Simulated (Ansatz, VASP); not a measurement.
Si: VASP beside Ansatz

```
Si
1.0
     0.00000    2.71840    2.71840
     2.71840    0.00000    2.71840
     2.71840    2.71840    0.00000
Si
2
Direct
  0.75000 0.75000 0.75000
  0.50000 0.50000 0.50000
```

Alike in both runs: functional r2SCAN; dispersion rVV10; k mesh 6 × 6 × 6; no spin polarisation.

Ansatz relaxed the structure, and its values are those at the end. VASP's run is a single point on that final structure, the one shown.

|  | VASP | Ansatz |
| --- | --- | --- |
| version | VASP 6.6.1 | Ansatz 0.2.0 |
| potentials or method | VASP PAW PBE potentials, release 64 (Si), cutoff 520 eV | plane waves, PAW |
| occupations | gaussian, width 0.01 eV | fixed |
| valence electrons in the cell | 8 | 8 |

```csv
,VASP,Ansatz,Ansatz less VASP
pressure (GPa),-0.2,0.0,+0.22
```

VASP's potentials were made for PBE, not for r2SCAN.
